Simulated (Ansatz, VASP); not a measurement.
# Na2MoH6: VASP beside Ansatz

```
Na H Mo
1.0
     3.43586    0.00000    0.00000
     0.00000    3.43586    0.00000
     0.00000    0.00000    8.60597
Na H Mo
2 6 1
Direct
  0.50000 0.50000 0.29832
  0.50000 0.50000 0.70168
  0.50000 0.00000 0.00000
  0.50000 0.00000 0.50000
  0.00000 0.50000 0.00000
  0.00000 0.50000 0.50000
  0.00000 0.00000 0.21270
  0.00000 0.00000 0.78730
  0.00000 0.00000 0.00000
```

Change from the starting cell: ordered vacancies on the cation sites of perovskite (P4/mmm, No. 123).

Alike in both runs: functional PBE; k mesh 6 × 6 × 2; occupations gaussian, width 0.1 eV; no spin polarisation.

Ansatz relaxed the structure, and its values are those at the end. VASP's run is a single point on that final structure, the one shown.

|  | VASP | Ansatz |
| --- | --- | --- |
| version | VASP 6.6.1 | Ansatz 0.2.0 |
| potentials or method | VASP PAW PBE potentials, release 64 (Na_pv, H, Mo_sv), cutoff 520 eV | scalar-relativistic, plane waves, PAW |
| valence electrons in the cell | 34 | 38 |

VASP gave:

- gap on the k mesh at the Fermi level (eV): none
- pressure (GPa): -0.3
- rms of the force components (eV/Å): 0.013

**Question.** Estimate Ansatz's values.

**Answer.** gap on the k mesh at the Fermi level (eV): none; pressure (GPa): -0.2; rms of the force components (eV/Å): 0.012.

A gap of «none» marks a metal or a gap that the smearing closes. VASP's potentials hold 34 valence electrons a cell and Ansatz's 38, so a difference there can come from the potentials and not from the codes.

The k mesh is coarse, so the values compare programs but aren't converged.
